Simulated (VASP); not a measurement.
Li, 1 atom in the cell. The structure is cubic, space group Im-3m (No. 229). Conventional cell: a = 2.530 Å, b = 2.530 Å, c = 2.530 Å, α = 90.00°, β = 90.00°, γ = 90.00°. Within 2.9 Å of Li (site symmetry m-3m) lie 14 Li at 2.19 to 2.53 Å. 

* Program: VASP 6.6.1
* Task: single point
* Functional: PBE
* Dispersion: D3(BJ)
* Potentials or basis: VASP PAW PBE potentials, release 64 (Li_sv)
* Cutoff: 750 eV
* k mesh: 17 × 17 × 17
* Occupations: fermi-dirac, width 0.1 eV
* Spin: no spin polarisation
* Dipole correction: no
* Further INCAR settings: ALGO = Normal; EDIFF = 1e-06; NBANDS = 8

Potentials or basis: VASP PAW PBE potentials, release 64 (Li_sv).

Launch:

```console
$ cat potpaw_PBE.64/Li_sv/POTCAR > POTCAR
$ mpirun -np 1 vasp_std > vasp.out
```

Hardware: 1 thread of Intel Xeon 8259CL, on a shared host.

**Question.** Estimate the wall time of this run.

**Answer.** Run time: 18 s on 1 thread of Intel Xeon 8259CL (shared host), peak memory 0.14 GiB. Counts: scf iterations 10, k points 165.
